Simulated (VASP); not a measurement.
Here is a VASP 6.6.1 calculation.

The input INCAR:

```
SYSTEM = TePb
  ALGO = Normal
  EDIFF = 1E-7
  ENCUT = 520
  GGA = PE
  ISIF = 2
  ISMEAR = 0
  IVDW = 12
  LASPH = .True.
  LCHARG = .False.
  LREAL = .False.
  LWAVE = .False.
  NBANDS = 17
  NELM = 100
  PREC = Accurate
  SIGMA = 0.15
```

The input KPOINTS:

```
k-points
0
Gamma
  14 14 14
  0 0 0
```

POSCAR

```
TePb
1.0
    3.7662962649      0.0000000000      0.0000000000
    0.0000000000      3.7662962649      0.0000000000
    0.0000000000      0.0000000000      4.5195555179
Te Pb
1 1
Direct
    0.5000000000      0.5000000000      0.5000000000
    0.0000000000      0.0000000000      0.0000000000
```

Potentials or basis: VASP PAW PBE potentials, release 64 (Te, Pb_d).

Command:

```bash
$ cat potpaw_PBE.64/Te/POTCAR potpaw_PBE.64/Pb_d/POTCAR > POTCAR
$ mpirun -np 1 vasp_std > vasp.out
```

Estimate the dispersion energy per atom.

-0.422 eV.

Estimate the pressure.

-2.2 GPa.

Predict the band gap on the k mesh.

zero (band 10 reaches 7.19 eV, above the bottom of band 11 at 5.12 eV).

Stress tensor (GPa, compression positive):
```
-0.14  0.00  0.00
 0.00 -0.14  0.00
 0.00  0.00 -6.23
```

Caveat: spin-orbit coupling is left out, which moves the levels of the heavy elements; pairwise dispersion overbinds metals, which lowers pressure and volume.
